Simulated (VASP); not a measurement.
Runs of VASP 6.6.1 on GdN. The structure is that of space group Fm-3m (No. 225), or close to it. The cells are those of the table. 

```csv
spin,cell,k mesh,gap on the mesh (eV),pressure (GPa),moment (μB)
"collinear, ferrimagnetic start","a = 3.513 Å, angles 60.0°, 2 atoms",10 × 10 × 10,none,3.5,7.00
"collinear, ferrimagnetic start","a = 3.489 Å, angles 60.0°, 2 atoms",10 × 10 × 10,none,(b),7.00
"collinear, ferrimagnetic start","a = 3.584 Å, angles 60.0°, 2 atoms",10 × 10 × 10,none,-5.1,7.00
"collinear, ferromagnetic start","a = 3.537 Å, angles 60.0°, 2 atoms",10 × 10 × 10,none,0.3,7.00
"collinear, ferrimagnetic start","a = 3.560 Å, angles 60.0°, 2 atoms",10 × 10 × 10,none,(a),7.00
"collinear, ferromagnetic start","a = 3.535 Å, angles 60.0°, 2 atoms",5 × 5 × 5,none,0.9,7.00
```

Alike in all rows: task single point; level PBE+U; potentials or basis VASP PAW PBE potentials, release 64 (Gd, N); Gd f U = 6.0 eV; cutoff (eV) 520; smearing gaussian 0.05 eV.

Question: Fill in the values left out.

Answer: (a) -2.4; (b) 7.0.

Caveats: some runs use coarse meshes; spin-orbit coupling is left out, which moves the levels of the heavy elements; a cell with one magnetic atom can't hold antiferromagnetic order, which such compounds often take.

A k mesh can miss the band edges, and the runs leave out spin-orbit coupling on Gd.

A gap of «none» marks levels without a gap at the run's occupations.
